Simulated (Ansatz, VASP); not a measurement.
**GaN in VASP and in Ansatz**

```xyz
2
Lattice="0.0000 2.2717 2.2717 2.2717 0.0000 2.2717 2.2717 2.2717 0.0000" Properties=species:S:1:pos:R:3 pbc="T T T"
Ga    0.0000    0.0000    0.0000
N     3.4075    3.4075    3.4075
```

Alike in both runs: task single point; functional PBE; k mesh 6 × 6 × 6; occupations gaussian, width 0.1 eV; no spin polarisation.

```csv
,VASP,Ansatz
version,VASP 6.6.1,Ansatz 0.2.0
potentials or method,"VASP PAW PBE potentials, release 64 (Ga_d, N), cutoff 600 eV","scalar-relativistic, plane waves, PAW"
valence electrons in the cell,18,18
```

|  | VASP | Ansatz | Ansatz less VASP |
| --- | --- | --- | --- |
| gap on the k mesh at the Fermi level (eV) | 1.57 | 1.56 | -0.006 |
| least direct gap on the mesh (eV) | 1.57 | 1.56 | -0.006 |
| pressure (GPa) | 0.5 | 0.5 | +0.04 |

The functional is the same, so the differences come from potentials, cutoffs and numerics.
